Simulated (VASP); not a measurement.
ZrB: single point with LDA

ZrB:

```
CELL_PARAMETERS angstrom
0.00000 2.41539 2.41539
2.30259 0.00000 2.41539
2.30259 2.41539 0.00000
ATOMIC_POSITIONS crystal
Zr 0.00000 0.00000 0.00000
B 0.50000 0.50000 0.50000
```

This cell differs from its parent crystal: normal strain along x -0.0467, normal strain along z +0.0000.

```json
{"Program": "VASP 6.6.1", "Task": "single point", "Functional": "LDA", "Potentials or basis": "VASP PAW LDA potentials, release 64 (Zr_sv, B)", "Cutoff": "520 eV", "k mesh": "16 × 16 × 16", "Occupations": "gaussian, width 0.15 eV", "Spin": "no spin polarisation"}
```

The pressure is 10.3 GPa.

Stress tensor (GPa, compression positive):
```
23.04  0.00  0.00
 0.00  3.98  0.00
 0.00  0.00  3.98
```

Levels at points of the mesh, in eV from the Fermi level:
```csv
k point,band 5,band 6,band 7,band 8,band 9,band 10,band 11,band 12
"(0.00, 0.00, 0.00)",-8.11,1.64,1.64,2.14,3.20,3.54,3.54,3.61
"(0.50, 0.00, 0.00)",-4.02,-3.70,-1.39,-1.27,5.13,5.49,6.79,7.98
"(0.50, 0.50, 0.00)",-6.23,-0.97,-0.66,2.33,2.59,4.99,6.12,6.54
"(0.00, 0.50, 0.50)",-6.19,-1.04,-0.08,2.12,2.12,5.13,6.33,6.33
```

Run time: 3.4 min on 1 thread of Intel(R) Xeon(R) Platinum 8259CL CPU @ 2.50GHz (Skylake/Cascade Lake), on a shared host, peak memory 0.25 GiB.

Caveat: the cell differs from its parent crystal (normal strain along x -0.0467, normal strain along z +0.0000).
